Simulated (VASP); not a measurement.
# Mg (Fm-3m) in VASP: a series of runs

The runs below take Mg through single point, with PBEsol.

Everything below comes from runs of VASP 6.6.1. Logs are shortened: lines on timing, memory, paths and dates and some standing lists are left out, and cuts for length are marked.

### 1 The cell of the first run

Symmetry: Fm-3m, No. 225, cubic system. Conventional cell: a = 4.866 Å, b = 4.866 Å, c = 4.866 Å, α = 90.00°, β = 90.00°, γ = 90.00°. Within 4.5 Å of Mg (site symmetry m-3m) lie 12 Mg at 3.44 Å.

### 2 Single point, PBEsol (Hg replaced by Mg, lengths x 1.041, strained)

File INCAR:

```
SYSTEM = Mg
PREC = Accurate ; ENCUT = 600
EDIFF = 1E-6 ; ISMEAR = 0
SIGMA = 0.1 ; LREAL = .FALSE.
LASPH = .TRUE. ; NELM = 120
ALGO = Normal ; ISIF = 2
LWAVE = .FALSE. ; LCHARG = .FALSE.
GGA = PS ; NBANDS = 7
GGA_COMPAT = .FALSE.
```

File KPOINTS:

```
Automatic mesh
0
G
  6 6 6
  0 0 0
```

File POSCAR:

```
Mg
1.0
    0.0000000000      2.4330455150      2.4330455150
    2.4330455150      0.0000000000      2.4330455150
    2.4330455150      2.4330455150      0.0000000000
Mg
1
Direct
    0.0000000000      0.0000000000      0.0000000000
```

Potentials or basis: VASP PAW PBE potentials, release 64 (Mg).

Started as:

```bash
cat potpaw_PBE.64/Mg/POTCAR > POTCAR
mpirun -np 1 vasp_std > vasp.out
```

OUTCAR:

```text
SYSTEM = Mg
   PREC = Accurate
   ENCUT = 600
   EDIFF = 1E-6
   ISMEAR = 0
   LREAL = .FALSE.
   LASPH = .TRUE.
   NELM = 120
   ISIF = 2
   GGA = PS

 ion  position               nearest neighbor table
   1  0.000  0.000  0.000-

  LATTYP: Found a face centered cubic cell.
 ALAT       =     4.8660910300

  Lattice vectors:

 A1 = (   0.0000000000,   2.4330455150,   2.4330455150)
 A2 = (   2.4330455150,   0.0000000000,   2.4330455150)
 A3 = (   2.4330455150,   2.4330455150,   0.0000000000)

Analysis of symmetry for initial positions (statically):
=====================================================================
 Subroutine PRICEL returns:
 Original cell was already a primitive cell.

 Routine SETGRP: Setting up the symmetry group for a
 face centered cubic supercell.

 Subroutine GETGRP returns: Found 48 space group operations
 (whereof 48 operations were pure point group operations)
 out of a pool of 48 trial point group operations.

The static configuration has the point symmetry O_h .

Analysis of symmetry for dynamics (positions and initial velocities):
=====================================================================
 Subroutine PRICEL returns:
 Original cell was already a primitive cell.

 Routine SETGRP: Setting up the symmetry group for a
 face centered cubic supercell.

 Subroutine GETGRP returns: Found 48 space group operations
 (whereof 48 operations were pure point group operations)
 out of a pool of 48 trial point group operations.

The dynamic configuration has the point symmetry O_h .

 Subroutine INISYM returns: Found 48 space group operations
 (whereof 48 operations are pure point group operations),
 and found     1 'primitive' translations

----------------------------------------------------------------------------------------

                                     Primitive cell

  volume of cell :      28.8059

  direct lattice vectors                    reciprocal lattice vectors
     0.000000000  2.433045515  2.433045515    -0.205503759  0.205503759  0.205503759
     2.433045515  0.000000000  2.433045515     0.205503759 -0.205503759  0.205503759
     2.433045515  2.433045515  0.000000000     0.205503759  0.205503759 -0.205503759

  length of vectors
     3.440845965  3.440845965  3.440845965     0.355942952  0.355942952  0.355942952

  position of ions in fractional coordinates (direct lattice)
     0.000000000  0.000000000  0.000000000

  ion indices of the primitive-cell ions
   primitive index   ion index
                 1           1

----------------------------------------------------------------------------------------

 KPOINTS: Automatic mesh

Automatic generation of k-mesh.
 Grid dimensions read from file:
 generate k-points for:    6    6    6

 Generating k-lattice:

  Cartesian coordinates                     Fractional coordinates (reciprocal lattice)
    -0.034250627  0.034250627  0.034250627     0.166666667  0.000000000  0.000000000
     0.034250627 -0.034250627  0.034250627     0.000000000  0.166666667  0.000000000
     0.034250627  0.034250627 -0.034250627     0.000000000  0.000000000  0.166666667

  Length of vectors
     0.059323825  0.059323825  0.059323825

  Shift w.r.t. Gamma in fractional coordinates (k-lattice)
     0.000000000  0.000000000  0.000000000

 Subroutine IBZKPT returns following result:
 ===========================================

 Found     16 irreducible k-points:

 Following reciprocal coordinates:
            Coordinates               Weight
  0.000000  0.000000  0.000000      1.000000
  0.166667  0.000000  0.000000      8.000000
  0.333333  0.000000  0.000000      8.000000
  0.500000  0.000000  0.000000      4.000000
  0.166667  0.166667  0.000000      6.000000
  0.333333  0.166667  0.000000     24.000000
[... 8 lines left out ...]
 -0.333333  0.333333  0.166667     24.000000
 -0.333333  0.500000  0.166667     12.000000
   k-points           NKPTS =     16   k-points in BZ     NKDIM =     16   number of bands    NBANDS=      7
   number of dos      NEDOS =    301   number of ions     NIONS =      1
   total plane-waves  NPLWV =  21952
   dimension x,y,z NGX =    28 NGY =   28 NGZ =   28
   dimension x,y,z NGXF=    56 NGYF=   56 NGZF=   56
   ions per type =               1
   NGX,Y,Z   is equivalent  to a cutoff of  13.53, 13.53, 13.53 a.u.
   NGXF,Y,Z  is equivalent  to a cutoff of  27.06, 27.06, 27.06 a.u.
 SYSTEM =  Mg
   PREC   = accura    normal or accurate (medium, high low for compatibility)
   ISTART =      0    job   : 0-new  1-cont  2-samecut
   ICHARG =      2    charge: 1-file 2-atom 10-const
   ISPIN  =      1    spin polarized calculation?
   LNONCOLLINEAR =      F non collinear calculations
   LSORBIT =      F    spin-orbit coupling
   LASPH  =      T    aspherical Exc in radial PAW
   ENCUT  =  600.0 eV  44.10 Ry    6.64 a.u.   6.87  6.87  6.87*2*pi/ulx,y,z
   NELM   =    120;   NELMIN=  2; NELMDL= -5     # of ELM steps
   EDIFF  = 0.1E-05   stopping-criterion for ELM
   LREAL  =      F    real-space projection
   EDIFFG = 0.1E-04   stopping-criterion for IOM
   NSW    =      0    number of steps for IOM
   IBRION =     -1    ionic relax: 0-MD 1-quasi-New 2-CG
   NFREE  =      0    steps in history (QN), initial steepest desc. (CG)
   ISIF   =      2    stress and relaxation
   ISYM   =      2    0-nonsym 1-usesym 2-fastsym
   POTIM  = 0.5000    time-step for ionic-motion
   TEBEG  =    0.0;   TEEND  =   0.0 temperature during run
   PSTRESS=    0.0 pullay stress
   NELECT =       2.0000    total number of electrons
   NUPDOWN=      -1.0000    fix difference up-down
   EMIN   =  10.00;   EMAX   =-10.00  energy-range for DOS
   EFERMI =   0.00;   METHOD = LEGACY
   ISMEAR =     0;   SIGMA  =   0.10  broadening in eV -4-tet -1-fermi 0-gaus
   EFERMI_NEDOS =   21; number of points for ismear=-14 and -15
   IALGO  =     38    algorithm
   IMIX   =      4    mixing-type and parameters
     AMIX     =   0.40;   BMIX     =  1.00
     AMIX_MAG =   1.60;   BMIX_MAG =  1.00
  volume/ion in A,a.u.               =      28.81       194.39
  Fermi-wavevector in a.u.,A,eV,Ry     =   0.672860  1.271521  6.159906  0.452740
  Thomas-Fermi vector in A             =   1.749106
   LORBIT       =      0    0 simple, 1 ext, 2 COOP (PROOUT), +10 PAW based schemes
   GGA     = PS    functional components
   LHFCALC =     F    Hartree Fock is set to
   AEXX    =    0.0000 exact exchange contribution
   IVDW    =     0    specifies the selected vdW correction
   LEPSILON=     F    determine dielectric tensor
   LRPA    =     F    only Hartree local field effects (RPA)
 non-spin polarized calculation
 Gauss-broadening in eV      SIGMA  =   0.10
  energy-cutoff  :      600.00
  volume of cell :       28.81
 maximum number of plane-waves:       982
   NGX = 13   NGY = 13   NGZ = 13

 number of electron       2.0000000 magnetization

 Free energy of the ion-electron system (eV)
  ---------------------------------------------------
  ext. energy  EPLUGINS =         0.00000000
  ---------------------------------------------------
  free energy    TOTEN  =        -1.50377184 eV

  energy without entropy =       -1.49402689  energy(sigma->0) =       -1.49889937

 E-fermi :   1.5724     XC(G=0):  -7.8543

 val. band max:        1.4821625524   @ k =  -0.3333   0.3333   0.1667
 cond. band min:       1.5880085910   @ k =  -0.3333   0.3333   0.1667
 fundamental gap:      0.1058460385
 Fermi energy:         1.5724059633

 k-point     1 :       0.0000    0.0000    0.0000
  band No.  band energies     occupation
      1      -4.4914      2.00000
      2      12.5288      0.00000
      3      12.5288      0.00000
      4      12.5288      0.00000
      5      13.3704      0.00000
      6      13.3704      0.00000
      7      13.3704      0.00000

 k-point     2 :       0.1667    0.0000    0.0000
  band No.  band energies     occupation
      1      -3.9623      2.00000
      2       8.1048      0.00000
      3      11.5215      0.00000
      4      11.5215      0.00000
      5      13.4726      0.00000
      6      14.9198      0.00000
      7      14.9198      0.00000

 k-point     3 :       0.3333    0.0000    0.0000
  band No.  band energies     occupation
      1      -2.3884      2.00000
      2       3.7216      0.00000
      3      11.0861      0.00000
      4      11.0861      0.00000
      5      12.9548      0.00000
      6      12.9548      0.00000
      7      13.1903      0.00000

 k-point     4 :       0.5000    0.0000    0.0000
  band No.  band energies     occupation
      1       0.1717      2.00000
      2       0.2129      2.00000
      3      11.5145      0.00000
      4      11.5145      0.00000
      5      11.6103      0.00000
      6      11.6103      0.00000
      7      13.6099      0.00000

 k-point     5 :       0.1667    0.1667    0.0000
  band No.  band energies     occupation
      1      -3.7863      2.00000
      2       9.8330      0.00000
      3       9.8330      0.00000
      4       9.9328      0.00000
      5      11.8641      0.00000
      6      12.2227      0.00000
      7      17.1266      0.00000
[... 81 lines left out ...]
 k-point    14 :       0.5000    0.3333    0.1667
  band No.  band energies     occupation
      1      -1.0067      2.00000
      2       4.6527      0.00000
      3       5.5209      0.00000
      4       7.1341      0.00000
      5      12.5171      0.00000
      6      13.5211      0.00000
      7      15.0305      0.00000

 k-point    15 :      -0.3333    0.3333    0.1667
  band No.  band energies     occupation
      1       1.4822      1.79813
      2       1.5880      0.82536
      3       5.5071      0.00000
      4       5.8019      0.00000
      5      13.2956      0.00000
      6      13.6604      0.00000
      7      16.8872      0.00000

 k-point    16 :      -0.3333    0.5000    0.1667
  band No.  band energies     occupation
      1       2.0367      0.00000
      2       2.8079      0.00000
      3       3.9978      0.00000
      4       4.8970      0.00000
      5      11.8774      0.00000
      6      12.9961      0.00000
      7      17.6950      0.00000

------------------------ aborting loop because EDIFF is reached ----------------------------------------

  FORCE on cell =-STRESS in cart. coord.  units (eV):
  Direction    XX          YY          ZZ          XY          YZ          ZX
  --------------------------------------------------------------------------------------
  -------------------------------------------------------------------------------------
  Total       -1.0045094     -1.0045094     -1.0045094      0.0000000      0.0000000     -0.0000000
  in kB      -55.8706704    -55.8706704    -55.8706704      0.0000000      0.0000000     -0.0000000
  external PRESSURE =     -55.8706704 kB  Pullay stress =       0.0000000 kB

 VOLUME and BASIS-vectors are now :
 -----------------------------------------------------------------------------
  energy-cutoff  :      600.00
  volume of cell :       28.81
      direct lattice vectors                 reciprocal lattice vectors
     0.000000000  2.433045515  2.433045515    -0.205503759  0.205503759  0.205503759
     2.433045515  0.000000000  2.433045515     0.205503759 -0.205503759  0.205503759
     2.433045515  2.433045515  0.000000000     0.205503759  0.205503759 -0.205503759

 POSITION                                       TOTAL-FORCE (eV/Angst)
 -----------------------------------------------------------------------------------
      0.00000      0.00000      0.00000         0.000000      0.000000      0.000000
 -----------------------------------------------------------------------------------
    total drift:                                0.000000     -0.000000     -0.000000

  FREE ENERGIE OF THE ION-ELECTRON SYSTEM (eV)
  ---------------------------------------------------
  free  energy   TOTEN  =        -1.5037718395 eV

  energy  without entropy=       -1.4940268925  energy(sigma->0) =       -1.49889937
```

It took 2.4 s on 1 thread of Intel Xeon 6975P-C (Granite Rapids), shared host; peak memory 0.15 GiB.

What came out:

```
Free energy            : -1.5038 eV
Pressure               : -5.6 GPa
Band gap on the k mesh : zero (band 1 reaches 2.04 eV, above the bottom of band 2 at 0.21 eV)
```

Caveat: the k points lie up to 0.37 Å⁻¹ apart; the cell differs from its parent crystal (Hg replaced by Mg, lengths x 1.041, strained); the PAW data sets were made with another functional, which shifts forces and pressure a little.

### 3 Single point, PBEsol (Hg replaced by Mg, lengths x 1.041, strained)

File INCAR:

```
SYSTEM = Mg
ALGO = Normal ; EDIFF = 1E-6
ENCUT = 600 ; GGA = PS
GGA_COMPAT = .False. ; ISIF = 2
ISMEAR = 0 ; LASPH = .True.
LCHARG = .True. ; LELF = .True.
LREAL = .False. ; LVHAR = .True.
LWAVE = .False. ; NBANDS = 7
NELM = 120 ; PREC = Accurate
SIGMA = 0.1
```

File KPOINTS:

```
k-points
0
Gamma
  6 6 6
  0 0 0
```

File POSCAR:

```
Mg
1.0
    0.0000000000      2.4468636958      2.4468636958
    2.4468636958      0.0000000000      2.4468636958
    2.4468636958      2.4468636958      0.0000000000
Mg
1
Direct
    0.0000000000      0.0000000000      0.0000000000
```

Potentials or basis: VASP PAW PBE potentials, release 64 (Mg).

Started as:

```bash
cat potpaw_PBE.64/Mg/POTCAR > POTCAR
mpirun -np 1 vasp_std > vasp.out
```

OUTCAR:

```text
SYSTEM = Mg
   EDIFF = 1E-6
   ENCUT = 600
   GGA = PS
   ISIF = 2
   ISMEAR = 0
   LASPH = .True.
   LREAL = .False.
   NELM = 120
   PREC = Accurate

 ion  position               nearest neighbor table
   1  0.000  0.000  0.000-

  LATTYP: Found a face centered cubic cell.
 ALAT       =     4.8937273916

  Lattice vectors:

 A1 = (   0.0000000000,   2.4468636958,   2.4468636958)
 A2 = (   2.4468636958,   0.0000000000,   2.4468636958)
 A3 = (   2.4468636958,   2.4468636958,   0.0000000000)

Analysis of symmetry for initial positions (statically):
=====================================================================
 Subroutine PRICEL returns:
 Original cell was already a primitive cell.

 Routine SETGRP: Setting up the symmetry group for a
 face centered cubic supercell.

 Subroutine GETGRP returns: Found 48 space group operations
 (whereof 48 operations were pure point group operations)
 out of a pool of 48 trial point group operations.

The static configuration has the point symmetry O_h .

Analysis of symmetry for dynamics (positions and initial velocities):
[... 148 lines left out ...]
 E-fermi :   1.4960     XC(G=0):  -7.8051

 val. band max:        1.4227864823   @ k =  -0.3333   0.3333   0.1667
 cond. band min:       1.5025053873   @ k =  -0.3333   0.3333   0.1667
 fundamental gap:      0.0797189050
 Fermi energy:         1.4959664524

 k-point     1 :       0.0000    0.0000    0.0000
  band No.  band energies     occupation
      1      -4.4994      2.00000
      2      12.3638      0.00000
      3      12.3638      0.00000
      4      12.3638      0.00000
      5      13.1328      0.00000
      6      13.1328      0.00000
      7      13.1328      0.00000
[... 141 lines left out ...]
 k-point    16 :      -0.3333    0.5000    0.1667
  band No.  band energies     occupation
      1       1.9666      0.00000
      2       2.7142      0.00000
      3       3.9084      0.00000
      4       4.7662      0.00000
      5      11.7054      0.00000
      6      12.7767      0.00000
      7      17.4608      0.00000

------------------------ aborting loop because EDIFF is reached ----------------------------------------

  FORCE on cell =-STRESS in cart. coord.  units (eV):
  Direction    XX          YY          ZZ          XY          YZ          ZX
  --------------------------------------------------------------------------------------
  -------------------------------------------------------------------------------------
  Total       -1.0390660     -1.0390660     -1.0390660      0.0000000      0.0000000     -0.0000000
  in kB      -56.8191035    -56.8191035    -56.8191035      0.0000000      0.0000000     -0.0000000
  external PRESSURE =     -56.8191035 kB  Pullay stress =       0.0000000 kB

 VOLUME and BASIS-vectors are now :
 -----------------------------------------------------------------------------
  energy-cutoff  :      600.00
  volume of cell :       29.30
      direct lattice vectors                 reciprocal lattice vectors
     0.000000000  2.446863696  2.446863696    -0.204343217  0.204343217  0.204343217
     2.446863696  0.000000000  2.446863696     0.204343217 -0.204343217  0.204343217
     2.446863696  2.446863696  0.000000000     0.204343217  0.204343217 -0.204343217

 POSITION                                       TOTAL-FORCE (eV/Angst)
 -----------------------------------------------------------------------------------
      0.00000      0.00000      0.00000         0.000000     -0.000000      0.000000
 -----------------------------------------------------------------------------------
    total drift:                                0.000000      0.000000     -0.000000

  FREE ENERGIE OF THE ION-ELECTRON SYSTEM (eV)
  ---------------------------------------------------
  free  energy   TOTEN  =        -1.4864067681 eV

  energy  without entropy=       -1.4756544305  energy(sigma->0) =       -1.48103060
```

stdout:

```text
POSCAR found type information on POSCAR Mg
 POSCAR found :  1 types and       1 ions
 scaLAPACK will be used
 -----------------------------------------------------------------------------
|                                                                             |
|                                                                             |
|     You enforced a specific xc type in the INCAR file but a different       |
|     I HOPE YOU KNOW WHAT YOU ARE DOING!                                     |
|                                                                             |
 -----------------------------------------------------------------------------

 LDA part: xc-table for (Slater+PW92), standard interpolation
 POSCAR, INCAR and KPOINTS ok, starting setup
 FFT: planning ... GRIDC
 FFT: planning ... GRID_SOFT
 FFT: planning ... GRID
 WAVECAR not read
 entering main loop
```

It took 2.6 s on 1 thread of Intel Xeon 6975P-C (Granite Rapids), shared host; peak memory 0.15 GiB.

Results:

| Property | Result |
| --- | --- |
| Free energy | -1.4864 eV |
| Pressure | -5.7 GPa |
| Band gap on the k mesh | zero (band 1 reaches 1.97 eV, above the bottom of band 2 at 0.14 eV) |

Levels at points of the mesh, in eV from the Fermi level:
```
           k point  band 1  band 2  band 3  band 4  band 5
(0.00, 0.00, 0.00)   -6.00   10.87   10.87   10.87   11.64
(0.50, 0.00, 0.00)   -1.37   -1.36    9.81    9.81    9.96
(0.50, 0.50, 0.00)   -0.18    0.53    5.59    5.73    5.73
```

Caveat: the k points lie up to 0.37 Å⁻¹ apart; the cell differs from its parent crystal (Hg replaced by Mg, lengths x 1.041, strained); the PAW data sets were made with another functional, which shifts forces and pressure a little.

### 4 Single point, PBEsol (Hg replaced by Mg, lengths x 1.041, strained)

File INCAR:

```
SYSTEM = Mg
  ALGO = Normal
  EDIFF = 1E-6
  ENCUT = 600
  GGA = PS
  GGA_COMPAT = .False.
  ISIF = 2
  ISMEAR = 0
  LASPH = .True.
  LCHARG = .False.
  LREAL = .False.
  LWAVE = .False.
  NBANDS = 7
  NELM = 120
  PREC = Accurate
  SIGMA = 0.1
```

File KPOINTS:

```
k-points
0
Gamma
  14 14 14
  0 0 0
```

File POSCAR:

```
Mg
1.0
    0.0000000000      2.4330455150      2.4330455150
    2.4330455150      0.0000000000      2.4330455150
    2.4330455150      2.4330455150      0.0000000000
Mg
1
Direct
    0.0000000000      0.0000000000      0.0000000000
```

Started as:

```bash
cat potpaw_PBE.64/Mg/POTCAR > POTCAR
mpirun -np 1 vasp_std > vasp.out
```

Wall time 7.2 s (1 thread of Intel Xeon 6975P-C (Granite Rapids), shared host); peak memory 0.16 GiB.

Results (log left out):

```yaml
Free_energy: -1.5884 eV
Pressure: -5.4 GPa
Band_gap_on_the_k_mesh: zero (band 1 reaches 2.46 eV, above the bottom of band 2 at 0.22 eV)
```

Levels at points of the mesh, in eV from the Fermi level:
```
           k point  band 1  band 2  band 3  band 4  band 5
(0.00, 0.00, 0.00)   -6.01   11.01   11.01   11.01   11.86
(0.50, 0.00, 0.00)   -1.35   -1.30   10.00   10.00   10.09
(0.50, 0.50, 0.00)   -0.13    0.60    5.67    5.85    5.85
```

Caveat: the cell differs from its parent crystal (Hg replaced by Mg, lengths x 1.041, strained); the PAW data sets were made with another functional, which shifts forces and pressure a little.

(Continued in part 2 of 2.)
